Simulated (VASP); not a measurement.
# IrRh2 (P-6m2) in VASP: relaxation of cell and atoms with PBE

Aim: the relaxation of cell and atoms of IrRh2 with PBE.

All numbers are computed with VASP 6.6.1; they aren't measurements. Logs are shortened: lines on timing, memory, paths and dates and some standing lists are left out, and cuts for length are marked.

### 1 The cell of the first run

It takes space group P-6m2 (No. 187, hexagonal). Conventional cell: a = 2.750 Å, b = 2.750 Å, c = 13.076 Å, α = 90.00°, β = 90.00°, γ = 120.00°. Within 3.5 Å of Ir (site symmetry 3m) lie 6 Rh at 2.69 to 2.70 Å and 6 Ir at 2.75 Å. Rh (site symmetry -6m2) has 12 Rh at 2.70 to 2.75 Å within 3.6 Å. Within 3.5 Å of Rh (site symmetry 3m) lie 3 Ir at 2.69 Å and 9 Rh at 2.70 to 2.75 Å. Rh (site symmetry -6m2) has 6 Ir at 2.70 Å and 6 Rh at 2.75 Å within 3.6 Å.

### 2 Relaxation of cell and atoms, PBE

The input, INCAR:

```
SYSTEM = IrRh2
PREC = Accurate
ENCUT = 600
EDIFF = 1E-7
ISMEAR = 0
SIGMA = 0.1
LREAL = .False.
LASPH = .True.
NELM = 80
ALGO = Fast
ISIF = 3
LWAVE = .False.
LCHARG = .False.
GGA = PE
IBRION = 2
NSW = 100
EDIFFG = -0.01
```

The input, KPOINTS:

```
Automatic mesh
0
Gamma
  18 18 4
  0 0 0
```

The input, POSCAR:

```
IrRh2
1.0
    2.7496303875      0.0000000000      0.0000000000
   -1.3748151938      2.3812497666      0.0000000000
    0.0000000000      0.0000000000     13.0759856134
Ir Rh
2 4
Direct
    0.6666666667      0.3333333333      0.3325089331
    0.6666666667      0.3333333333      0.6674910669
    0.6666666667      0.3333333333      0.0000000000
    0.3333333333      0.6666666667      0.8331614419
    0.3333333333      0.6666666667      0.1668385581
    0.3333333333      0.6666666667      0.5000000000
```

Potentials or basis: VASP PAW PBE potentials, release 64 (Ir, Rh_pv).

The run is started by

```bash
> cat potpaw_PBE.64/Ir/POTCAR potpaw_PBE.64/Rh_pv/POTCAR > POTCAR
> mpirun -np 1 vasp_std > vasp.out
```

OUTCAR:

```text
SYSTEM = IrRh2
   PREC = Accurate
   ENCUT = 600
   EDIFF = 1E-7
   ISMEAR = 0
   LREAL = .False.
   LASPH = .True.
   NELM = 80
   ISIF = 3
   GGA = PE
   IBRION = 2
   NSW = 100
   EDIFFG = -0.01

 ion  position               nearest neighbor table
   1  0.667  0.333  0.333-   5 2.69   5 2.69   5 2.69   6 2.70   6 2.70   6 2.70
   2  0.667  0.333  0.667-   4 2.69   4 2.69   4 2.69   6 2.70   6 2.70   6 2.70
   3  0.667  0.333  0.000-   4 2.70   5 2.70   4 2.70   5 2.70   4 2.70   5 2.70
   4  0.333  0.667  0.833-   2 2.69   2 2.69   2 2.69   3 2.70   3 2.70   3 2.70
   5  0.333  0.667  0.167-   1 2.69   1 2.69   1 2.69   3 2.70   3 2.70   3 2.70
   6  0.333  0.667  0.500-   1 2.70   2 2.70   1 2.70   2 2.70   1 2.70   2 2.70

  LATTYP: Found a hexagonal cell.
 ALAT       =     2.7496303875
 C/A-ratio  =     4.7555430260

  Lattice vectors:

 A1 = (   2.7496303875,   0.0000000000,   0.0000000000)
 A2 = (  -1.3748151938,   2.3812497666,   0.0000000000)
 A3 = (   0.0000000000,   0.0000000000,  13.0759856134)

Analysis of symmetry for initial positions (statically):
=====================================================================
 Subroutine PRICEL returns:
 Original cell was already a primitive cell.

 Routine SETGRP: Setting up the symmetry group for a
 hexagonal supercell.

 Subroutine GETGRP returns: Found 12 space group operations
 (whereof 12 operations were pure point group operations)
 out of a pool of 24 trial point group operations.

The static configuration has the point symmetry D_3h.

Analysis of symmetry for dynamics (positions and initial velocities):
=====================================================================
 Subroutine PRICEL returns:
 Original cell was already a primitive cell.

 Routine SETGRP: Setting up the symmetry group for a
 hexagonal supercell.

 Subroutine GETGRP returns: Found 12 space group operations
 (whereof 12 operations were pure point group operations)
 out of a pool of 24 trial point group operations.

The dynamic configuration has the point symmetry D_3h.

 Subroutine INISYM returns: Found 12 space group operations
 (whereof 12 operations are pure point group operations),
 and found     1 'primitive' translations

----------------------------------------------------------------------------------------

                                     Primitive cell

  volume of cell :      85.6158

  direct lattice vectors                    reciprocal lattice vectors
[... 107 lines left out ...]
   NUPDOWN=      -1.0000    fix difference up-down
   EMIN   =  10.00;   EMAX   =-10.00  energy-range for DOS
   EFERMI =   0.00;   METHOD = LEGACY
   ISMEAR =     0;   SIGMA  =   0.10  broadening in eV -4-tet -1-fermi 0-gaus
   EFERMI_NEDOS =   21; number of points for ismear=-14 and -15
   IALGO  =     68    algorithm
   IMIX   =      4    mixing-type and parameters
     AMIX     =   0.40;   BMIX     =  1.00
     AMIX_MAG =   1.60;   BMIX_MAG =  1.00
  volume/ion in A,a.u.               =      14.27        96.29
  Fermi-wavevector in a.u.,A,eV,Ry     =   1.587042  2.999075 34.269032  2.518703
  Thomas-Fermi vector in A             =   2.686261
   LORBIT       =      0    0 simple, 1 ext, 2 COOP (PROOUT), +10 PAW based schemes
   GGA     = PE    functional components
   LHFCALC =     F    Hartree Fock is set to
   AEXX    =    0.0000 exact exchange contribution
   IVDW    =     0    specifies the selected vdW correction
   LEPSILON=     F    determine dielectric tensor
   LRPA    =     F    only Hartree local field effects (RPA)
 conjugate gradient relaxation of ions
 non-spin polarized calculation
 RMM-DIIS sequential band-by-band and
 Gauss-broadening in eV      SIGMA  =   0.10
  energy-cutoff  :      600.00
  volume of cell :       85.62
 maximum number of plane-waves:      2918
 NGX is ok and might be reduce to    24
   NGX = 11   NGY = 11   NGZ = 53

--------------------------------------- Ionic step        1  -------------------------------------------

 number of electron      78.0000013 magnetization

 Free energy of the ion-electron system (eV)
  ---------------------------------------------------
  ext. energy  EPLUGINS =         0.00000000
  ---------------------------------------------------
  free energy    TOTEN  =       -46.56368859 eV

  energy without entropy =      -46.51991904  energy(sigma->0) =      -46.54180381

------------------------ aborting loop because EDIFF is reached ----------------------------------------

  FORCE on cell =-STRESS in cart. coord.  units (eV):
  Direction    XX          YY          ZZ          XY          YZ          ZX
  --------------------------------------------------------------------------------------
  -------------------------------------------------------------------------------------
  Total       -1.1018429     -1.1018429      1.8571900      0.0000000     -0.0000000      0.0000000
  in kB      -20.6194254    -20.6194254     34.7546744      0.0000000     -0.0000000      0.0000000
  external PRESSURE =      -2.1613921 kB  Pullay stress =       0.0000000 kB
[... 187 lines left out ...]
--------------------------------------- Ionic step        6  -------------------------------------------

 number of electron      78.0000003 magnetization

 Free energy of the ion-electron system (eV)
  ---------------------------------------------------
  ext. energy  EPLUGINS =         0.00000000
  ---------------------------------------------------
  free energy    TOTEN  =       -46.58202826 eV

  energy without entropy =      -46.54160640  energy(sigma->0) =      -46.56181733

 E-fermi :  11.0188     XC(G=0): -13.8538

 val. band max:       11.0182353948   @ k =   0.3333   0.3333   0.5000
 cond. band min:      11.0207485263   @ k =   0.2222   0.1667   0.5000
 fundamental gap:      0.0025131315
 Fermi energy:        11.0187590504

 k-point     1 :       0.0000    0.0000    0.0000
  band No.  band energies     occupation
      1     -36.0169      2.00000
      2     -35.9103      2.00000
      3     -35.8566      2.00000
      4     -35.5605      2.00000
      5     -35.5605      2.00000
      6     -35.5193      2.00000
[... 1165 lines left out ...]
     45      13.6443      0.00000
     46      15.4236      0.00000

 [... further k-points ...]

------------------------ aborting loop because EDIFF is reached ----------------------------------------

  FORCE on cell =-STRESS in cart. coord.  units (eV):
  Direction    XX          YY          ZZ          XY          YZ          ZX
  --------------------------------------------------------------------------------------
  -------------------------------------------------------------------------------------
  Total       -0.0162719     -0.0162719      0.0329862      0.0000000     -0.0000000     -0.0000000
  in kB       -0.3049687     -0.3049687      0.6182289      0.0000000     -0.0000000     -0.0000000
  external PRESSURE =       0.0027638 kB  Pullay stress =       0.0000000 kB
[... 21 lines left out ...]
  FREE ENERGIE OF THE ION-ELECTRON SYSTEM (eV)
  ---------------------------------------------------
  free  energy   TOTEN  =       -46.5820282644 eV

  energy  without entropy=      -46.5416063952  energy(sigma->0) =      -46.56181733

 reached required accuracy - stopping structural energy minimisation
```

CONTCAR:

```text
IrRh2
   1.00000000000000
     2.7321151374031900    0.0000000000003680   -0.0000000000000000
    -1.3660575687509580    2.3660811150622001    0.0000000000000000
     0.0000000000000000   -0.0000000000000000   13.2240457323536358
  Ir              Rh
     2     4
Direct
     0.6666666667000030    0.3333333332999970    0.3326650180772939
     0.6666666667000030    0.3333333332999970    0.6673349819227062
     0.6666666667000030    0.3333333332999970    0.0000000000000000
     0.3333333332999970    0.6666666667000030    0.8333343052743084
     0.3333333332999970    0.6666666667000030    0.1666656947256916
     0.3333333332999970    0.6666666667000030    0.5000000000000000

  0.00000000E+00  0.00000000E+00  0.00000000E+00
  0.00000000E+00  0.00000000E+00  0.00000000E+00
  0.00000000E+00  0.00000000E+00  0.00000000E+00
  0.00000000E+00  0.00000000E+00  0.00000000E+00
  0.00000000E+00  0.00000000E+00  0.00000000E+00
  0.00000000E+00  0.00000000E+00  0.00000000E+00
```

Wall time 1.7 h (1 thread of Oxide Virtual Turin-like, shared host); peak memory 0.53 GiB.

What came out:

- Free energy: -46.5820 eV
- Relaxed volume: 14.25 Å³/atom
- Relaxed cell: a = 2.732 Å, b = 2.732 Å, c = 13.224 Å, α = 90.00°, β = 90.00°, γ = 120.00°
- Space group after relaxing (to 0.1 Å): P-6m2 (No. 187)
- Energy gained by relaxing: 3.1 meV/atom
- Ionic steps: 6
- Pressure after relaxing: 0.0 GPa
- Band gap on the k mesh: zero (bands 39 and 40 overlap by 2.23 eV)

Forces in eV/Å, atoms in the order of the input:
```
Ir   0.000  0.000  0.001
Ir   0.000  0.000 -0.001
Rh   0.000  0.000  0.000
Rh   0.000  0.000 -0.002
Rh   0.000  0.000  0.002
Rh   0.000  0.000  0.000
```

The path:
```csv
step,energy change (eV),largest force (eV/Å),pressure (GPa),volume (Å³)
1,0.0000,0.0633,-0.22,85.62
2,-0.0163,0.0221,0.40,85.36
3,-0.0183,0.0019,0.20,85.43
4,-0.0183,0.0007,0.19,85.43
5,-0.0181,0.0054,-0.48,85.63
6,-0.0183,0.0020,0.00,85.49
```

Final structure:
```xyz
6
Lattice="2.7321 0.0000 0.0000 -1.3661 2.3661 0.0000 0.0000 0.0000 13.2240" Properties=species:S:1:pos:R:3 pbc="T T T"
Ir    1.3661    0.7887    4.3992
Ir    1.3661    0.7887    8.8249
Rh    1.3661    0.7887    0.0000
Rh    0.0000    1.5774   11.0201
Rh    0.0000    1.5774    2.2040
Rh    0.0000    1.5774    6.6120
```

Caveat: the highest band is partly filled, so the run has too few bands; spin-orbit coupling is left out, which moves the levels of the heavy elements.
